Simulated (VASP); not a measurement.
# NaHF2 (R-3m) in VASP: relaxation of cell and atoms with r2SCAN

Aim: the relaxation of cell and atoms of NaHF2 with r2SCAN.

All numbers are computed with VASP 6.6.1; they aren't measurements. Logs are shortened: lines on timing, memory, paths and dates and some standing lists are left out, and cuts for length are marked.

## 1. The cell of the first run

It takes space group R-3m (No. 166, trigonal). Conventional cell: a = 3.426 Å, b = 3.426 Å, c = 13.711 Å, α = 90.00°, β = 90.00°, γ = 120.00°. Na (site symmetry -3m) has 6 F at 2.29 Å and 6 H at 3.02 Å within 3.1 Å. Within 1.5 Å of H (site symmetry -3m) lie 2 F at 1.14 Å. Within 1.5 Å of F (site symmetry 3m) lie 1 H at 1.14 Å.

## 2. Relaxation of cell and atoms, r2SCAN, target pressure 4 GPa, at which the enthalpy is minimised

POSCAR reads:

```
NaHF2
1.0
    1.7131991806      0.9891160081      4.5703020954
   -1.7131991806      0.9891160081      4.5703020954
    0.0000000000     -1.9782320161      4.5703020954
Na H F
1 1 2
Direct
    0.0000000000      0.0000000000      0.0000000000
    0.5000000000      0.5000000000      0.5000000000
    0.4172128799      0.4172128799      0.4172128799
    0.5827871201      0.5827871201      0.5827871201
```

INCAR.step1 reads:

```
  PREC = Accurate
  ENCUT = 600
  ISMEAR = 0
  SIGMA = 0.01
  LREAL = F
  LASPH = T
  NELM = 100
  GGA = PE
  ALGO = Normal
  EDIFF = 1E-4
  LWAVE = T
  LCHARG = F
```

INCAR.step2 reads:

```
  PREC = Accurate
  ENCUT = 600
  EDIFF = 1E-6
  ISMEAR = 0
  SIGMA = 0.01
  LREAL = F
  LASPH = T
  NELM = 100
  ALGO = Normal
  ISIF = 3
  LWAVE = F
  LCHARG = F
  METAGGA = R2SCAN
  LMIXTAU = T
  IBRION = 2
  NSW = 100
  EDIFFG = -0.002
  PSTRESS = 40.0
  ISTART = 1
```

KPOINTS reads:

```
regular mesh
0
Gamma
  8 8 8
```

Potentials or basis: VASP PAW PBE potentials, release 64 (Na_pv, H, F).

Started as:

```console
$ cat potpaw_PBE.64/Na_pv/POTCAR potpaw_PBE.64/H/POTCAR potpaw_PBE.64/F/POTCAR > POTCAR
$ cp INCAR.step1 INCAR
$ mpirun -np 1 vasp_std > vasp.out
$ cp INCAR.step2 INCAR
$ mpirun -np 1 vasp_std > vasp.out
```

OUTCAR:

```text
PREC = Accurate
   ENCUT = 600
   EDIFF = 1E-6
   ISMEAR = 0
   LREAL = F
   LASPH = T
   NELM = 100
   ISIF = 3
   METAGGA = R2SCAN
   IBRION = 2
   NSW = 100
   EDIFFG = -0.002
   PSTRESS = 40.0
   ISTART = 1

 ion  position               nearest neighbor table
   1  0.000  0.000  0.000-   4 2.29   3 2.29   4 2.29   4 2.29   3 2.29   3 2.29
   2  0.500  0.500  0.500-   3 1.14   4 1.14
   3  0.417  0.417  0.417-   2 1.14   1 2.29   1 2.29   1 2.29
   4  0.583  0.583  0.583-   2 1.14   1 2.29   1 2.29   1 2.29

  LATTYP: Found a trigonal (rhomboedric) cell.
 ALAT       =     4.9800665812
 COS(alpha) =     0.7633124504

  Lattice vectors:

 A1 = (   1.7131991806,   0.9891160081,   4.5703020954)
 A2 = (  -1.7131991806,   0.9891160081,   4.5703020954)
 A3 = (   0.0000000000,  -1.9782320161,   4.5703020954)

Analysis of symmetry for initial positions (statically):
=====================================================================
 Subroutine PRICEL returns:
 Original cell was already a primitive cell.

 Routine SETGRP: Setting up the symmetry group for a
 trigonal (rhombohedral) supercell.

 Subroutine GETGRP returns: Found 12 space group operations
 (whereof 12 operations were pure point group operations)
 out of a pool of 12 trial point group operations.

The static configuration has the point symmetry D_3d.

Analysis of symmetry for dynamics (positions and initial velocities):
=====================================================================
 Subroutine PRICEL returns:
 Original cell was already a primitive cell.

 Routine SETGRP: Setting up the symmetry group for a
 trigonal (rhombohedral) supercell.

 Subroutine GETGRP returns: Found 12 space group operations
 (whereof 12 operations were pure point group operations)
 out of a pool of 12 trial point group operations.

The dynamic configuration has the point symmetry D_3d.

 Subroutine INISYM returns: Found 12 space group operations
 (whereof 12 operations are pure point group operations),
 and found     1 'primitive' translations

----------------------------------------------------------------------------------------

                                     Primitive cell

  volume of cell :      46.4677

  direct lattice vectors                    reciprocal lattice vectors
     1.713199181  0.989116008  4.570302095     0.291851646  0.168500626  0.072934639
    -1.713199181  0.989116008  4.570302095    -0.291851646  0.168500626  0.072934639
     0.000000000 -1.978232016  4.570302095     0.000000000 -0.337001252  0.072934639

  length of vectors
     4.980066581  4.980066581  4.980066581     0.344803285  0.344803285  0.344803285

  position of ions in fractional coordinates (direct lattice)
     0.000000000  0.000000000  0.000000000
     0.500000000  0.500000000  0.500000000
     0.417212880  0.417212880  0.417212880
     0.582787120  0.582787120  0.582787120

  ion indices of the primitive-cell ions
   primitive index   ion index
                 1           1
                 2           2
                 3           3
                 4           4

----------------------------------------------------------------------------------------

 KPOINTS: regular mesh

Automatic generation of k-mesh.
 Grid dimensions read from file:
 generate k-points for:    8    8    8

 Generating k-lattice:

  Cartesian coordinates                     Fractional coordinates (reciprocal lattice)
     0.036481456  0.021062578  0.009116830     0.125000000  0.000000000  0.000000000
    -0.036481456  0.021062578  0.009116830     0.000000000  0.125000000  0.000000000
     0.000000000 -0.042125157  0.009116830     0.000000000  0.000000000  0.125000000

  Length of vectors
     0.043100411  0.043100411  0.043100411

  Shift w.r.t. Gamma in fractional coordinates (k-lattice)
     0.000000000  0.000000000  0.000000000

 Subroutine IBZKPT returns following result:
 ===========================================

 Found     65 irreducible k-points:

 Following reciprocal coordinates:
            Coordinates               Weight
  0.000000  0.000000  0.000000      1.000000
  0.125000  0.000000  0.000000      6.000000
  0.250000  0.000000  0.000000      6.000000
  0.375000 -0.000000  0.000000      6.000000
  0.500000  0.000000  0.000000      3.000000
  0.125000  0.125000  0.000000      6.000000
[... 16 lines left out ...]
  0.250000  0.125000  0.125000      6.000000
  0.375000  0.125000  0.125000      6.000000
 [... further k-points ...]
   k-points           NKPTS =     65   k-points in BZ     NKDIM =     65   number of bands    NBANDS=     15
   number of dos      NEDOS =    301   number of ions     NIONS =      4
   total plane-waves  NPLWV =  64000
   dimension x,y,z NGX =    40 NGY =   40 NGZ =   40
   dimension x,y,z NGXF=    80 NGYF=   80 NGZF=   80
   ions per type =               1   1   2
   NGX,Y,Z   is equivalent  to a cutoff of  13.35, 13.35, 13.35 a.u.
   NGXF,Y,Z  is equivalent  to a cutoff of  26.71, 26.71, 26.71 a.u.
 SYSTEM =  unknown system
   PREC   = accura    normal or accurate (medium, high low for compatibility)
   ISTART =      1    job   : 0-new  1-cont  2-samecut
   ICHARG =      0    charge: 1-file 2-atom 10-const
   ISPIN  =      1    spin polarized calculation?
   LNONCOLLINEAR =      F non collinear calculations
   LSORBIT =      F    spin-orbit coupling
   LASPH  =      T    aspherical Exc in radial PAW
   ENCUT  =  600.0 eV  44.10 Ry    6.64 a.u.   9.95  9.95  9.95*2*pi/ulx,y,z
   NELM   =    100;   NELMIN=  2; NELMDL=  0     # of ELM steps
   EDIFF  = 0.1E-05   stopping-criterion for ELM
   LREAL  =      F    real-space projection
   EDIFFG = -.2E-02   stopping-criterion for IOM
   NSW    =    100    number of steps for IOM
   IBRION =      2    ionic relax: 0-MD 1-quasi-New 2-CG
   NFREE  =      1    steps in history (QN), initial steepest desc. (CG)
   ISIF   =      3    stress and relaxation
   ISYM   =      2    0-nonsym 1-usesym 2-fastsym
   POTIM  = 0.5000    time-step for ionic-motion
   TEBEG  =    0.0;   TEEND  =   0.0 temperature during run
   PSTRESS=   40.0 pullay stress
   NELECT =      22.0000    total number of electrons
   NUPDOWN=      -1.0000    fix difference up-down
   EMIN   =  10.00;   EMAX   =-10.00  energy-range for DOS
   EFERMI =   0.00;   METHOD = LEGACY
   ISMEAR =     0;   SIGMA  =   0.01  broadening in eV -4-tet -1-fermi 0-gaus
   EFERMI_NEDOS =   21; number of points for ismear=-14 and -15
   IALGO  =     38    algorithm
   IMIX   =      4    mixing-type and parameters
     AMIX     =   0.40;   BMIX     =  1.00
     AMIX_MAG =   1.60;   BMIX_MAG =  1.00
  volume/ion in A,a.u.               =      11.62        78.39
  Fermi-wavevector in a.u.,A,eV,Ry     =   1.275945  2.411187 22.150772  1.628036
  Thomas-Fermi vector in A             =   2.408629
   LORBIT       =      0    0 simple, 1 ext, 2 COOP (PROOUT), +10 PAW based schemes
   METAGGA = R2SCAN    functional components
   LHFCALC =     F    Hartree Fock is set to
   AEXX    =    0.0000 exact exchange contribution
   IVDW    =     0    specifies the selected vdW correction
   LEPSILON=     F    determine dielectric tensor
   LRPA    =     F    only Hartree local field effects (RPA)
 conjugate gradient relaxation of ions
 non-spin polarized calculation
 Gauss-broadening in eV      SIGMA  =   0.01
  energy-cutoff  :      600.00
  volume of cell :       46.47
 maximum number of plane-waves:      1563
   NGX = 19   NGY = 19   NGZ = 19

--------------------------------------- Ionic step        1  -------------------------------------------

 number of electron      22.0000005 magnetization

 Free energy of the ion-electron system (eV)
  ---------------------------------------------------
  ext. energy  EPLUGINS =         0.00000000
  ---------------------------------------------------
  free energy    TOTEN  =       -22.78901490 eV

  energy without entropy =      -22.78901490  energy(sigma->0) =      -22.78901490

------------------------ aborting loop because EDIFF is reached ----------------------------------------

  FORCE on cell =-STRESS in cart. coord.  units (eV):
  Direction    XX          YY          ZZ          XY          YZ          ZX
  --------------------------------------------------------------------------------------
  -------------------------------------------------------------------------------------
  Total       -0.2022732     -0.2022732      0.0526288      0.0000000      0.0000000      0.0000000
  in kB       -6.9742520     -6.9742520      1.8146096      0.0000000      0.0000000      0.0000000
  external PRESSURE =     -44.0446315 kB  Pullay stress =      40.0000000 kB
[... 103 lines left out ...]
  energy  without entropy=      -22.7615189216  energy(sigma->0) =      -22.76151892

  enthalpy is  TOTEN    =       -21.6901086624 eV   P V=        1.0714102592

[... ionic steps 4 to 12 ...]

--------------------------------------- Ionic step       13  -------------------------------------------

 number of electron      22.0000005 magnetization

------------------------ aborting loop because EDIFF is reached ----------------------------------------
[... 75 lines left out ...]
--------------------------------------- Ionic step       15  -------------------------------------------

 number of electron      22.0000005 magnetization

 Free energy of the ion-electron system (eV)
  ---------------------------------------------------
  ext. energy  EPLUGINS =         0.00000000
  ---------------------------------------------------
  free energy    TOTEN  =       -22.74850142 eV

  energy without entropy =      -22.74850142  energy(sigma->0) =      -22.74850142

 E-fermi :  -3.8132     XC(G=0):  -9.2956

 val. band max:       -3.9667628856   @ k =   0.5000   0.5000   0.5000
 cond. band min:       4.2562370166   @ k =   0.0000   0.0000   0.0000
 fundamental gap:      8.2229999022
 Fermi energy:        -3.8132413155

 k-point     1 :       0.0000    0.0000    0.0000
  band No.  band energies     occupation
      1     -25.8627      2.00000
      2     -24.6872      2.00000
      3     -22.5441      2.00000
      4     -22.5441      2.00000
      5     -22.3293      2.00000
      6      -9.3065      2.00000
      7      -4.4606      2.00000
      8      -4.4606      2.00000
      9      -4.2242      2.00000
     10      -4.2242      2.00000
     11      -4.1500      2.00000
     12       4.2562      0.00000
     13      10.8161      0.00000
     14      11.8518      0.00000
[... 401 lines left out ...]
      2     -24.5886      2.00000
      3     -22.5603      2.00000
      4     -22.5130      2.00000
      5     -22.4599      2.00000
      6      -8.9357      2.00000
      7      -5.3060      2.00000
      8      -4.6464      2.00000
      9      -4.4468      2.00000
     10      -4.4080      2.00000
     11      -4.2102      2.00000
     12       6.2502      0.00000
     13      10.2216      0.00000
     14      13.2595      0.00000
     15      13.5133      0.00000

 [... further k-points ...]

------------------------ aborting loop because EDIFF is reached ----------------------------------------

  FORCE on cell =-STRESS in cart. coord.  units (eV):
  Direction    XX          YY          ZZ          XY          YZ          ZX
  --------------------------------------------------------------------------------------
  -------------------------------------------------------------------------------------
  Total        1.0468626      1.0468626      1.0397365      0.0000000      0.0000000      0.0000000
  in kB       40.2242720     40.2242720     39.9504630      0.0000000      0.0000000      0.0000000
  external PRESSURE =       0.1330023 kB  Pullay stress =      40.0000000 kB
[... 23 lines left out ...]
  energy  without entropy=      -22.7485014215  energy(sigma->0) =      -22.74850142

  enthalpy is  TOTEN    =       -21.7074756596 eV   P V=        1.0410257619

 reached required accuracy - stopping structural energy minimisation
```

It took 30 min on 1 thread of Intel Xeon 6975P-C (Granite Rapids), shared host; peak memory 0.3 GiB.

Results:

```
Free energy                                                : -22.7485 eV
Relaxed volume                                             : 10.42 Å³/atom
Relaxed cell                                               : a = 4.944 Å, b = 4.944 Å, c = 4.944 Å, α = 38.30°, β = 38.30°, γ = 38.30°
Space group after relaxing (to 0.1 Å)                      : R-3m (No. 166)
Energy change on relaxing (the run minimises the enthalpy) : +10.1 meV/atom
Ionic steps                                                : 15
Pressure after relaxing                                    : 4.0 GPa
Band gap on the k mesh                                     : 8.22 eV (least direct gap 8.41 eV)
```

The path:
```csv
step,energy change (eV),largest force (eV/Å),pressure (GPa),volume (Å³)
1,0.0000,0.1004,-0.40,46.47
2,0.0060,0.2560,1.95,44.35
3,0.0275,0.3598,3.84,42.91
4,0.0390,0.3954,4.63,42.41
5,0.0720,0.7909,3.87,41.43
6,0.0412,0.1165,4.21,42.01
7,0.0408,0.0954,4.22,42.02
8,0.0368,0.0940,3.99,42.09
9,0.0281,0.0816,3.33,42.29
10,0.0263,0.0760,3.12,42.36
11,0.0315,0.1045,3.71,42.11
12,0.0309,0.0880,3.65,42.13
13,0.0362,0.0356,3.87,41.88
14,0.0376,0.0233,3.92,41.82
15,0.0405,0.0013,4.01,41.70
```

Final structure:
```
Na H F
1.0
     1.62187    0.93639    4.57601
    -1.62187    0.93639    4.57601
     0.00000   -1.87278    4.57601
Na H F
1 1 2
Direct
  0.00000 0.00000 0.00000
  0.50000 0.50000 0.50000
  0.41778 0.41778 0.41778
  0.58222 0.58222 0.58222
```

Caveat: the cell is relaxed towards a set pressure, so the run minimises the enthalpy, not the energy; the PAW data sets were made with another functional, which shifts forces and pressure a little.
